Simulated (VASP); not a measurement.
A run of VASP 6.6.1 is set up as follows.

POSCAR

```
PbS
1.0
    0.0000000000      2.9573603494      2.9573603494
    2.9573603494      0.0000000000      2.9573603494
    2.9573603494      2.9573603494      0.0000000000
Pb S
1 1
Direct
    0.0000000000      0.0000000000      0.0000000000
    0.5000000000      0.5000000000      0.5000000000
```

Contents of INCAR.step1:

```
PREC = Accurate
ENCUT = 520
EDIFF = 1E-5
ISMEAR = 0
SIGMA = 0.01
LREAL = False
LASPH = True
NELM = 100
ALGO = Normal
ISIF = 2
LWAVE = True
LCHARG = False
GGA = PE
NBANDS = 17
```

The input INCAR.step2:

```
PREC = Accurate
ENCUT = 520
EDIFF = 1E-6
ISMEAR = 0
SIGMA = 0.01
LREAL = False
LASPH = True
NELM = 100
ALGO = Normal
ISIF = 2
LWAVE = False
LCHARG = False
GGA = PE
LHFCALC = True
HFSCREEN = 0.2079
PRECFOCK = Normal
ISTART = 1
NBANDS = 17
```

Contents of KPOINTS:

```
regular mesh
0
Gamma
  6 6 6
```

Potentials or basis: VASP PAW PBE potentials, release 64 (Pb_d, S).

Run with:

```sh
$ cat potpaw_PBE.64/Pb_d/POTCAR potpaw_PBE.64/S/POTCAR > POTCAR
$ cp INCAR.step1 INCAR
$ mpirun -np 1 vasp_std > vasp.out
$ cp INCAR.step2 INCAR
$ mpirun -np 1 vasp_std > vasp.out
```

**Question.** Predict the pressure.

**Answer.** 1.5 GPa.

**Question.** What does it give for the band gap on the k mesh?

**Answer.** 0.75 eV.

Caveat: the cell differs from its parent crystal (strain -1.0%); the PAW data sets were made with another functional, which shifts forces and pressure a little; spin-orbit coupling is left out, which moves the levels of the heavy elements. A k mesh can miss the band edges.
